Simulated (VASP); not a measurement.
Here is a VASP 6.6.1 calculation.

Contents of INCAR:

```
  PREC = Accurate
  ENCUT = 520
  EDIFF = 1E-6
  ISMEAR = 0
  SIGMA = 0.1
  LREAL = False
  LASPH = True
  NELM = 150
  ALGO = Fast
  ISIF = 2
  LWAVE = False
  LCHARG = False
  ISPIN = 2
  MAGMOM = 0 1.09
  LORBIT = 11
  LMAXMIX = 4
  GGA = PE
  NBANDS = 22
```

Contents of KPOINTS:

```
regular mesh
0
Gamma
  14 14 14
```

File POSCAR:

```
TiCo
1.0
    3.0151494834      0.0000000000      0.0000000000
    0.0000000000      3.0151494834      0.0000000000
    0.0000000000      0.0000000000      3.0151494834
Ti Co
1 1
Direct
    0.0000000000      0.0000000000      0.0000000000
    0.5000000000      0.5000000000      0.5000000000
```

Potentials or basis: VASP PAW PBE potentials, release 64 (Ti_sv, Co).

The run is started by

```sh
$ cat potpaw_PBE.64/Ti_sv/POTCAR potpaw_PBE.64/Co/POTCAR > POTCAR
$ mpirun -np 1 vasp_std > vasp.out
```

Question: Estimate the pressure.

Answer: -5.3 GPa.

Question: Predict the site moments.

Answer: Ti -0.05; Co +1.01 μB.
